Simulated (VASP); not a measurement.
Wanted: the native input for a VASP 6.6.1 run.

```
Task                   : relaxation of cell and atoms
Functional             : LDA
Potentials or basis    : VASP PAW LDA potentials, release 64 (Re_sv_GW)
Cutoff                 : 560 eV
k mesh                 : 18 × 18 × 18
Occupations            : gaussian, width 0.1 eV
Spin                   : no spin polarisation
Dipole correction      : no
Further INCAR settings : ALGO = Normal; EDIFF = 1e-07; IBRION = 2; EDIFFG = -0.005; NSW = 70; ISIF = 3
```

The structure of Re lies in POSCAR:

```
Re
1.0
    0.0000000000      1.9577236231      1.9577236231
    1.9577236231      0.0000000000      1.9577236231
    1.9577236231      1.9577236231      0.0000000000
Re
1
Direct
    0.0000000000      0.0000000000      0.0000000000
```

This isn't the form of Re at room conditions, which is hcp.

These files were run (other wordings do the same):

INCAR

```
ALGO     = Normal         # electronic algorithm
EDIFF    = 1E-7           # SCF threshold, eV
EDIFFG   = -0.005         # ionic threshold
ENCUT    = 560            # plane-wave cutoff, eV
GGA      = CA             # functional
GGA_COMPAT= False        
IBRION   = 2              # ionic algorithm
ISIF     = 3              # what is computed and relaxed
ISMEAR   = 0              # smearing method
LASPH    = True           # aspherical terms in the spheres
LCHARG   = False          # write CHGCAR
LREAL    = False          # projectors in reciprocal space
LWAVE    = False          # write WAVECAR
NELM     = 120            # most SCF steps
NELMIN   = 4            
NSW      = 70             # ionic steps
PREC     = Accurate       # precision mode
SIGMA    = 0.1            # smearing width, eV
```

KPOINTS

```
k-points
0
Gamma
  18 18 18
```

Potentials or basis: VASP PAW LDA potentials, release 64 (Re_sv_GW).

Command:

```bash
$ cat potpaw_LDA.64/Re_sv_GW/POTCAR > POTCAR
$ mpirun -np 1 vasp_std > vasp.out
```

Results of the run:

```json
{"Relaxed volume": "14.39 Å³/atom", "Relaxed cell": "a = 2.730 Å, b = 2.730 Å, c = 2.730 Å, α = 60.00°, β = 60.00°, γ = 60.00°", "Space group after relaxing (to 0.1 Å)": "Fm-3m (No. 225)", "Pressure after relaxing": "0.0 GPa", "Band gap on the k mesh": "zero (an odd number of electrons rules out a gap without spin polarisation)"}
```

Caveat: spin-orbit coupling is left out, which moves the levels of the heavy elements.

Run time: 2 min on 1 thread of Intel(R) Xeon(R) Platinum 8259CL CPU @ 2.50GHz (Skylake/Cascade Lake), on a shared host, peak memory 0.17 GiB.
